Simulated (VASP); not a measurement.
Write the native input for VASP 6.6.1 that does the following.

| Item | Value |
| --- | --- |
| Task | single point |
| Functional | LDA |
| Potentials or basis | VASP PAW LDA potentials, release 64 (Mg, O) |
| Cutoff | 520 eV |
| k mesh | 8 × 8 × 8 |
| Occupations | gaussian, width 0.1 eV |
| Spin | no spin polarisation |
| Dipole correction | no |
| Further INCAR settings | ALGO = Normal; EDIFF = 1e-06; NBANDS = 11 |

The structure of MgO (lda) lies in POSCAR:

```
MgO
1.0
    0.0000000000      2.1085000000      2.1085000000
    2.1085000000      0.0000000000      2.1085000000
    2.1085000000      2.1085000000      0.0000000000
Mg O
1 1
Direct
    0.0000000000      0.0000000000      0.0000000000
    0.5000000000      0.5000000000      0.5000000000
```

These files were run (other wordings do the same):

INCAR

```
SYSTEM = MgO
PREC = Accurate ; ENCUT = 520
EDIFF = 1E-6 ; ISMEAR = 0
SIGMA = 0.1 ; LREAL = .False.
LASPH = .True. ; NELM = 80
ALGO = Normal ; ISIF = 2
LWAVE = .False. ; LCHARG = .True.
GGA = CA ; LELF = .True.
LVHAR = .True. ; NBANDS = 11
```

KPOINTS

```
Automatic mesh
0
Gamma
  8 8 8
  0 0 0
```

Potentials or basis: VASP PAW LDA potentials, release 64 (Mg, O).

Launch:

```sh
$ cat potpaw_LDA.64/Mg/POTCAR potpaw_LDA.64/O/POTCAR > POTCAR
$ mpirun -np 1 vasp_std > vasp.out
```

It gave:

- Pressure: -8.2 GPa
- Band gap on the k mesh: 4.62 eV, direct

Wall time 4.9 s on 1 thread of Intel Xeon 8259CL, with other jobs on the host, peak memory 0.13 GiB.
